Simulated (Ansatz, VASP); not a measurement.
**IrF2 in VASP and in Ansatz**

The input INCAR:

```
  ALGO = Normal
  EDIFF = 1E-6
  ENCUT = 520
  GGA = PE
  ISIF = 2
  ISMEAR = 0
  ISPIN = 2
  LASPH = T
  LCHARG = F
  LMAXMIX = 4
  LORBIT = 11
  LREAL = F
  LWAVE = F
  MAGMOM = 1 1 0 0 0 0
  NBANDS = 36
  NELM = 150
  PREC = Accurate
  SIGMA = 0.1
```

KPOINTS

```
k-points
0
Gamma
  4 4 6
```

Contents of POSCAR:

```
IrF2
1.0
    4.8534097692      0.0000000000      0.0000000000
    0.0000000000      4.8534097692      0.0000000000
    0.0000000000      0.0000000000      3.1260860921
Ir F
2 4
Direct
    0.0000000000      0.0000000000      0.0000000000
    0.5000000000      0.5000000000      0.5000000000
    0.3060000000      0.3060000000      0.0000000000
    0.1940000000      0.8060000000      0.5000000000
    0.6940000000      0.6940000000      0.0000000000
    0.8060000000      0.1940000000      0.5000000000
```

Input for Ansatz:

```yaml
crystal:
  lattice:
    - [4.8534097692, 0.0, 0.0]
    - [0.0, 4.8534097692, 0.0]
    - [0.0, 0.0, 3.1260860921]
  atoms:
    - { symbol: Ir, position: [0.0, 0.0, 0.0], spin: 1.0 }
    - { symbol: Ir, position: [0.5, 0.5, 0.5], spin: 1.0 }
    - { symbol: F, position: [0.306, 0.306, 0.0] }
    - { symbol: F, position: [0.194, 0.806, 0.5] }
    - { symbol: F, position: [0.694, 0.694, 0.0] }
    - { symbol: F, position: [0.806, 0.194, 0.5] }
basis:
  ecutwfc: 420
kpoints:
  mp_grid: { grid: [4, 4, 6] }
hamiltonian:
  xc: pbe
scf:
  occupations: { method: gaussian, width: 0.1 }
  lower_state_search: "off"
output:
  forces: true
  stress: true
  eigenvalues: true
  populations: true
magnetization:
  spin_polarized: true
```

Alike in both runs: task single point; functional PBE; k mesh 4 × 4 × 6; occupations gaussian, width 0.1 eV; collinear spin.

|  | VASP | Ansatz |
| --- | --- | --- |
| version | VASP 6.6.1 | Ansatz 0.2.0 |
| potentials or method | VASP PAW PBE potentials, release 64 (Ir, F), cutoff 520 eV | scalar-relativistic, plane waves, PAW |
| valence electrons in the cell | 46 | 62 |

VASP gave:

```
gap on the k mesh at the Fermi level (eV)                     : none
pressure (GPa)                                                : 27.6
traceless stress, the component that is largest in VASP (GPa) : 9.63
rms of the force components (eV/Å)                            : 0.270
net moment per atom (μB)                                      : 0.00
```

Which values does Ansatz return?

gap on the k mesh at the Fermi level (eV): none; pressure (GPa): 26.8; traceless stress, the component that is largest in VASP (GPa): 8.90; rms of the force components (eV/Å): 0.229; net moment per atom (μB): 0.00.

Atom by atom the forces differ by 0.040 eV/Å (rms over components). A gap of «none» marks a metal or a gap that the smearing closes. VASP's potentials hold 46 valence electrons a cell and Ansatz's 62, so a difference there can come from the potentials and not from the codes. Ansatz's warnings: seeded moment not kept.

Spin-orbit coupling is off throughout.
